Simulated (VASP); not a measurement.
# B (Fd-3m) in VASP: further runs

The runs below take B through single point, relaxation of cell and atoms, with PBEsol.

Everything below comes from runs of VASP 6.6.1. Logs are shortened: lines on timing, memory, paths and dates and some standing lists are left out, and cuts for length are marked.

**1. The cell of the first run**

It takes space group Fd-3m (No. 227, cubic). The conventional cell has a = 4.188 Å, b = 4.188 Å, c = 4.188 Å, α = 90.00°, β = 90.00°, γ = 90.00°. Within 2.4 Å of B (site symmetry -43m) lie 4 B at 1.81 Å.

**2. Single point, PBEsol (volume scaled by 1.12)**

Input file INCAR:

```
SYSTEM = B
PREC     = Accurate       ! precision mode
ENCUT    = 520            ! plane-wave cutoff, eV
EDIFF    = 1E-6           ! SCF threshold, eV
ISMEAR   = -1             ! smearing method
SIGMA    = 0.1            ! smearing width, eV
LREAL    = .False.        ! projectors in reciprocal space
LASPH    = .True.         ! aspherical terms in the spheres
NELM     = 80             ! most SCF steps
ALGO     = Normal         ! electronic algorithm
ISIF     = 2              ! what is computed and relaxed
LWAVE    = .False.        ! write WAVECAR
LCHARG   = .True.         ! write CHGCAR
GGA      = PS             ! functional
LELF     = .True.         ! ELF
LVHAR    = .True.       
NBANDS   = 10             ! bands
```

Input file KPOINTS:

```
regular mesh
0
Gamma
  15 15 15
  0 0 0
```

Input file POSCAR:

```
B
1.0
    0.0000000000      2.0941015680      2.0941015680
    2.0941015680      0.0000000000      2.0941015680
    2.0941015680      2.0941015680      0.0000000000
B
2
Direct
    0.1250000000      0.1250000000      0.1250000000
    0.8750000000      0.8750000000      0.8750000000
```

Potentials or basis: VASP PAW PBE potentials, release 64 (B).

Launch:

```console
cat potpaw_PBE.64/B/POTCAR > POTCAR
mpirun -np 1 vasp_std > vasp.out
```

OUTCAR:

```text
SYSTEM = B
   PREC = Accurate
   ENCUT = 520
   EDIFF = 1E-6
   ISMEAR = -1
   LREAL = .False.
   LASPH = .True.
   NELM = 80
   ISIF = 2
   GGA = PS

 ion  position               nearest neighbor table
   1  0.125  0.125  0.125-   2 1.81   2 1.81   2 1.81   2 1.81
   2  0.875  0.875  0.875-   1 1.81   1 1.81   1 1.81   1 1.81

  LATTYP: Found a face centered cubic cell.
 ALAT       =     4.1882031360

  Lattice vectors:

 A1 = (   0.0000000000,   2.0941015680,   2.0941015680)
 A2 = (   2.0941015680,   0.0000000000,   2.0941015680)
 A3 = (   2.0941015680,   2.0941015680,   0.0000000000)

Analysis of symmetry for initial positions (statically):
=====================================================================
 Subroutine PRICEL returns:
 Original cell was already a primitive cell.

 Routine SETGRP: Setting up the symmetry group for a
 face centered cubic supercell.

 Subroutine GETGRP returns: Found 48 space group operations
 (whereof 12 operations were pure point group operations)
 out of a pool of 48 trial point group operations.

The static configuration has the point symmetry D_3d.
 The point group associated with its full space group is O_h .

Analysis of symmetry for dynamics (positions and initial velocities):
=====================================================================
 Subroutine PRICEL returns:
 Original cell was already a primitive cell.

 Routine SETGRP: Setting up the symmetry group for a
 face centered cubic supercell.

 Subroutine GETGRP returns: Found 48 space group operations
 (whereof 12 operations were pure point group operations)
 out of a pool of 48 trial point group operations.

The dynamic configuration has the point symmetry D_3d.
 The point group associated with its full space group is O_h .

 Subroutine INISYM returns: Found 48 space group operations
 (whereof 12 operations are pure point group operations),
 and found     1 'primitive' translations

----------------------------------------------------------------------------------------

                                     Primitive cell

  volume of cell :      18.3664

  direct lattice vectors                    reciprocal lattice vectors
     0.000000000  2.094101568  2.094101568    -0.238765878  0.238765878  0.238765878
     2.094101568  0.000000000  2.094101568     0.238765878 -0.238765878  0.238765878
     2.094101568  2.094101568  0.000000000     0.238765878  0.238765878 -0.238765878

  length of vectors
     2.961506838  2.961506838  2.961506838     0.413554632  0.413554632  0.413554632

  position of ions in fractional coordinates (direct lattice)
     0.125000000  0.125000000  0.125000000
     0.875000000  0.875000000  0.875000000

  ion indices of the primitive-cell ions
   primitive index   ion index
                 1           1
                 2           2

----------------------------------------------------------------------------------------

 KPOINTS: regular mesh

Automatic generation of k-mesh.
 Grid dimensions read from file:
 generate k-points for:   15   15   15

 Generating k-lattice:

  Cartesian coordinates                     Fractional coordinates (reciprocal lattice)
    -0.015917725  0.015917725  0.015917725     0.066666667  0.000000000  0.000000000
     0.015917725 -0.015917725  0.015917725     0.000000000  0.066666667  0.000000000
     0.015917725  0.015917725 -0.015917725     0.000000000  0.000000000  0.066666667

  Length of vectors
     0.027570309  0.027570309  0.027570309

  Shift w.r.t. Gamma in fractional coordinates (k-lattice)
     0.000000000  0.000000000  0.000000000

 Subroutine IBZKPT returns following result:
 ===========================================

 Found    120 irreducible k-points:

 Following reciprocal coordinates:
            Coordinates               Weight
  0.000000  0.000000  0.000000      1.000000
  0.066667  0.000000  0.000000      8.000000
  0.133333  0.000000  0.000000      8.000000
  0.200000  0.000000  0.000000      8.000000
  0.266667  0.000000  0.000000      8.000000
  0.333333  0.000000  0.000000      8.000000
[... 16 lines left out ...]
  0.133333  0.133333  0.000000      6.000000
  0.200000  0.133333  0.000000     24.000000
 [... further k-points ...]
   k-points           NKPTS =    120   k-points in BZ     NKDIM =    120   number of bands    NBANDS=     10
   number of dos      NEDOS =    301   number of ions     NIONS =      2
   total plane-waves  NPLWV =  13824
   dimension x,y,z NGX =    24 NGY =   24 NGZ =   24
   dimension x,y,z NGXF=    48 NGYF=   48 NGZF=   48
   ions per type =               2
   NGX,Y,Z   is equivalent  to a cutoff of  13.47, 13.47, 13.47 a.u.
   NGXF,Y,Z  is equivalent  to a cutoff of  26.95, 26.95, 26.95 a.u.
 SYSTEM =  B
   PREC   = accura    normal or accurate (medium, high low for compatibility)
   ISTART =      0    job   : 0-new  1-cont  2-samecut
   ICHARG =      2    charge: 1-file 2-atom 10-const
   ISPIN  =      1    spin polarized calculation?
   LNONCOLLINEAR =      F non collinear calculations
   LSORBIT =      F    spin-orbit coupling
   LASPH  =      T    aspherical Exc in radial PAW
   ENCUT  =  520.0 eV  38.22 Ry    6.18 a.u.   5.51  5.51  5.51*2*pi/ulx,y,z
   NELM   =     80;   NELMIN=  2; NELMDL= -5     # of ELM steps
   EDIFF  = 0.1E-05   stopping-criterion for ELM
   LREAL  =      F    real-space projection
   EDIFFG = 0.1E-04   stopping-criterion for IOM
   NSW    =      0    number of steps for IOM
   IBRION =     -1    ionic relax: 0-MD 1-quasi-New 2-CG
   NFREE  =      0    steps in history (QN), initial steepest desc. (CG)
   ISIF   =      2    stress and relaxation
   ISYM   =      2    0-nonsym 1-usesym 2-fastsym
   POTIM  = 0.5000    time-step for ionic-motion
   TEBEG  =    0.0;   TEEND  =   0.0 temperature during run
   PSTRESS=    0.0 pullay stress
   NELECT =       6.0000    total number of electrons
   NUPDOWN=      -1.0000    fix difference up-down
   EMIN   =  10.00;   EMAX   =-10.00  energy-range for DOS
   EFERMI =   0.00;   METHOD = LEGACY
   ISMEAR =    -1;   SIGMA  =   0.10  broadening in eV -4-tet -1-fermi 0-gaus
   EFERMI_NEDOS =   21; number of points for ismear=-14 and -15
   IALGO  =     38    algorithm
   IMIX   =      4    mixing-type and parameters
     AMIX     =   0.40;   BMIX     =  1.00
     AMIX_MAG =   1.60;   BMIX_MAG =  1.00
  volume/ion in A,a.u.               =       9.18        61.97
  Fermi-wavevector in a.u.,A,eV,Ry     =   1.127502  2.130671 17.296568  1.271262
  Thomas-Fermi vector in A             =   2.264189
   LORBIT       =      0    0 simple, 1 ext, 2 COOP (PROOUT), +10 PAW based schemes
   GGA     = PS    functional components
   LHFCALC =     F    Hartree Fock is set to
   AEXX    =    0.0000 exact exchange contribution
   IVDW    =     0    specifies the selected vdW correction
   LEPSILON=     F    determine dielectric tensor
   LRPA    =     F    only Hartree local field effects (RPA)
 non-spin polarized calculation
  energy-cutoff  :      520.00
  volume of cell :       18.37
 maximum number of plane-waves:       531
 NGX is ok and might be reduce to    24
   NGX = 11   NGY = 11   NGZ = 11

 number of electron       6.0000000 magnetization

 Free energy of the ion-electron system (eV)
  ---------------------------------------------------
  ext. energy  EPLUGINS =         0.00000000
  ---------------------------------------------------
  free energy    TOTEN  =       -12.03343393 eV

  energy without entropy =      -12.00070424  energy(sigma->0) =      -12.01706908

 E-fermi :   3.0096     XC(G=0): -10.9097

 val. band max:        2.9945675406   @ k =   0.2000   0.0000   0.0000
 cond. band min:       3.0303822818   @ k =  -0.4000   0.2667   0.0667
 fundamental gap:      0.0358147412
 Fermi energy:         3.0095573815

 k-point     1 :       0.0000    0.0000    0.0000
  band No.  band energies     occupation
      1      -9.1992      2.00000
      2       6.7319      0.00000
      3       6.7319      0.00000
      4       6.7319      0.00000
      5      10.6616      0.00000
      6      10.6616      0.00000
      7      10.6616      0.00000
      8      17.5732      0.00000
      9      20.2753      0.00000
     10      24.8184      0.00000

 k-point     2 :       0.0667    0.0000    0.0000
  band No.  band energies     occupation
      1      -9.1086      2.00000
      2       6.0829      0.00000
      3       6.5600      0.00000
      4       6.5600      0.00000
      5      10.8871      0.00000
      6      10.8871      0.00000
      7      11.0772      0.00000
      8      17.6052      0.00000
      9      20.4486      0.00000
     10      23.5574      0.00000

 k-point     3 :       0.1333    0.0000    0.0000
  band No.  band energies     occupation
      1      -8.8373      2.00000
      2       4.6623      0.00000
      3       6.1573      0.00000
      4       6.1573      0.00000
      5      11.4190      0.00000
      6      11.4190      0.00000
      7      11.8295      0.00000
      8      17.6911      0.00000
      9      20.8680      0.00000
     10      22.4315      0.00000

 k-point     4 :       0.2000    0.0000    0.0000
  band No.  band energies     occupation
      1      -8.3869      2.00000
      2       2.9946      1.07481
      3       5.6961      0.00000
      4       5.6961      0.00000
      5      11.9960      0.00000
      6      11.9960      0.00000
      7      12.4849      0.00000
      8      17.7995      0.00000
      9      21.2814      0.00000
     10      21.8472      0.00000
[... 222 lines left out ...]
 k-point    22 :      -0.0667    0.0667    0.0000
  band No.  band energies     occupation
      1      -8.9578      2.00000
      2       5.5173      0.00000
      3       5.7594      0.00000
      4       6.5805      0.00000
      5      10.9159      0.00000
      6      11.4099      0.00000
      7      11.6643      0.00000
      8      17.6032      0.00000
      9      20.7115      0.00000
     10      22.1564      0.00000

 k-point    23 :       0.1333    0.1333    0.0000
  band No.  band energies     occupation
      1      -8.7169      2.00000
      2       5.2168      0.00000
      3       5.2168      0.00000
      4       5.6813      0.00000
      5      10.2766      0.00000
      6      12.6319      0.00000
      7      12.6319      0.00000
      8      16.8505      0.00000
      9      21.0367      0.00000
     10      21.1530      0.00000

 k-point    24 :       0.2000    0.1333    0.0000
  band No.  band energies     occupation
      1      -8.3866      2.00000
      2       4.0712      0.00005
      3       4.7137      0.00000
      4       5.4139      0.00000
      5      10.3747      0.00000
      6      13.3593      0.00000
      7      13.3619      0.00000
      8      16.1713      0.00000
      9      21.0732      0.00000
     10      21.5926      0.00000

 [... further k-points ...]
[... 5 lines left out ...]
  --------------------------------------------------------------------------------------
  -------------------------------------------------------------------------------------
  Total       -1.9327127     -1.9327127     -1.9327127      0.0000000     -0.0000000     -0.0000000
  in kB     -168.5988677   -168.5988677   -168.5988677      0.0000000     -0.0000000     -0.0000000
  external PRESSURE =    -168.5988677 kB  Pullay stress =       0.0000000 kB

 VOLUME and BASIS-vectors are now :
 -----------------------------------------------------------------------------
  energy-cutoff  :      520.00
  volume of cell :       18.37
      direct lattice vectors                 reciprocal lattice vectors
     0.000000000  2.094101568  2.094101568    -0.238765878  0.238765878  0.238765878
     2.094101568  0.000000000  2.094101568     0.238765878 -0.238765878  0.238765878
     2.094101568  2.094101568  0.000000000     0.238765878  0.238765878 -0.238765878

 POSITION                                       TOTAL-FORCE (eV/Angst)
 -----------------------------------------------------------------------------------
      0.52353      0.52353      0.52353         0.000000      0.000000      0.000000
      3.66468      3.66468      3.66468        -0.000000     -0.000000     -0.000000
 -----------------------------------------------------------------------------------
    total drift:                                0.000000      0.000000      0.000000

  FREE ENERGIE OF THE ION-ELECTRON SYSTEM (eV)
  ---------------------------------------------------
  free  energy   TOTEN  =       -12.0334339281 eV

  energy  without entropy=      -12.0007042376  energy(sigma->0) =      -12.01706908
```

Wall time 7 s (1 thread of Intel Xeon 6975P-C (Granite Rapids), shared host); peak memory 0.14 GiB.

Results:

```
Free energy            : -12.0334 eV
Pressure               : -16.9 GPa
Band gap on the k mesh : zero (band 3 reaches 6.73 eV, above the bottom of band 4 at 0.63 eV)
```

Caveat: the cell differs from its parent crystal (volume scaled by 1.12); the PAW data sets were made with another functional, which shifts forces and pressure a little.

**3. Relaxation of cell and atoms, PBEsol**

This run uses another cell than the first one, of 8.85 Å³/atom, 0.964 times its volume.

Input file INCAR:

```
  PREC = Accurate
  ENCUT = 600
  EDIFF = 1E-6
  ISMEAR = -1
  SIGMA = 0.1
  LREAL = False
  LASPH = True
  NELM = 60
  ALGO = Normal
  ISIF = 3
  LWAVE = False
  LCHARG = False
  GGA = PS
  IBRION = 2
  NSW = 80
  EDIFFG = -0.01
```

Input file KPOINTS:

```
regular mesh
0
Gamma
  13 13 13
```

Input file POSCAR:

```
B
1.0
    0.0000000000      2.0683080914      2.0683080914
    2.0683080914      0.0000000000      2.0683080914
    2.0683080914      2.0683080914      0.0000000000
B
2
Direct
    0.1250000000      0.1250000000      0.1250000000
    0.8750000000      0.8750000000      0.8750000000
```

Potentials or basis: VASP PAW PBE potentials, release 64 (B).

Launch:

```console
cat potpaw_PBE.64/B/POTCAR > POTCAR
mpirun -np 1 vasp_std > vasp.out
```

Run time: 7.2 s. Hardware: 1 thread of Intel Xeon 6975P-C (Granite Rapids), shared host; peak memory 0.13 GiB.

It converged, with:

```
Free energy                            : -12.1501 eV
Relaxed volume                         : 8.21 Å³/atom
Relaxed cell                           : a = 2.853 Å, b = 2.853 Å, c = 2.853 Å, α = 60.00°, β = 60.00°, γ = 60.00°
Space group after relaxing (to 0.05 Å) : Fd-3m (No. 227)
Energy gained by relaxing              : 25.4 meV/atom
Ionic steps                            : 3
Pressure after relaxing                : 0.0 GPa
Band gap on the k mesh                 : zero (band 3 reaches 7.93 eV, above the bottom of band 4 at 1.17 eV)
```

Step by step:
| step | energy change (eV) | largest force (eV/Å) | pressure (GPa) | volume (Å³) |
| --- | --- | --- | --- | --- |
| 1 | 0.0000 | 0.0000 | -12.03 | 17.70 |
| 2 | -0.0459 | 0.0000 | 4.35 | 16.05 |
| 3 | -0.0508 | 0.0000 | 0.03 | 16.42 |

Final structure:
```
B
1.0
     0.00000    2.01715    2.01715
     2.01715    0.00000    2.01715
     2.01715    2.01715    0.00000
B
2
Direct
  0.12500 0.12500 0.12500
  0.87500 0.87500 0.87500
```

Levels at points of the mesh, in eV from the Fermi level:
```tsv
k point	band 1	band 2	band 3	band 4	band 5	band 6	band 7
(0.00, 0.00, 0.00)	-12.99	4.09	4.09	4.09	8.22	8.22	8.22
```

Caveat: the PAW data sets were made with another functional, which shifts forces and pressure a little.

**4. Single point, PBEsol**

This run uses another cell than the first one, of 8.20 Å³/atom, 0.893 times its volume.

Input file INCAR:

```
SYSTEM = B
ALGO = Normal
EDIFF = 1E-6
ENCUT = 520
GGA = PS
ISIF = 2
ISMEAR = -1
LASPH = .True.
LCHARG = .False.
LREAL = .False.
LWAVE = .False.
NBANDS = 10
NELM = 60
PREC = Accurate
SIGMA = 0.1
```

Input file KPOINTS:

```
k-points
0
Gamma
  22 22 22
  0 0 0
```

Input file POSCAR:

```
B
1.0
    0.0000000000      2.0164698572      2.0164698572
    2.0164698572      0.0000000000      2.0164698572
    2.0164698572      2.0164698572      0.0000000000
B
2
Direct
    0.1250000000      0.1250000000      0.1250000000
    0.8750000000      0.8750000000      0.8750000000
```

Launch:

```console
cat potpaw_PBE.64/B/POTCAR > POTCAR
mpirun -np 1 vasp_std > vasp.out
```

Wall time 14 s (1 thread of Intel Xeon 6975P-C (Granite Rapids), shared host); peak memory 0.16 GiB.

It converged, with:

```yaml
Free_energy: -12.1454 eV
Pressure: 0.2 GPa
Band_gap_on_the_k_mesh: zero (band 3 reaches 7.94 eV, above the bottom of band 4 at 0.65 eV)
```

Levels at points of the mesh, in eV from the Fermi level:
```
           k point  band 1  band 2  band 3  band 4  band 5  band 6  band 7  band 8
(0.00, 0.00, 0.00)  -12.99    4.10    4.10    4.10    8.23    8.23    8.23   16.81
(0.50, 0.00, 0.00)   -8.05   -7.13    1.73    1.73   10.28   10.28   12.08   15.75
(0.50, 0.50, 0.00)   -5.99   -5.99   -1.32   -1.32    7.17    7.17   18.41   18.41
```

Caveat: the PAW data sets were made with another functional, which shifts forces and pressure a little.

**5. Summary**

```tsv
task	cell	k mesh	cutoff (eV)	gap on the mesh (eV)	pressure (GPa)
single point	a = 2.962 Å, angles 60.0°, 2 atoms	15 × 15 × 15	520	none	-16.9
relaxation of cell and atoms	relaxed from a = 2.925 Å, angles 60.0°, 2 atoms	13 × 13 × 13	600	none	0.0
single point	a = 2.852 Å, angles 60.0°, 2 atoms	22 × 22 × 22	520	none	0.2
```

Alike in all rows: level PBEsol; potentials or basis VASP PAW PBE potentials, release 64 (B); no spin polarisation; smearing fermi-dirac 0.1 eV.

Caveats: the PAW data sets were made with another functional, which shifts forces and pressure a little.

Total energies depend on the potentials used, so only differences within one code and one set of settings carry meaning.
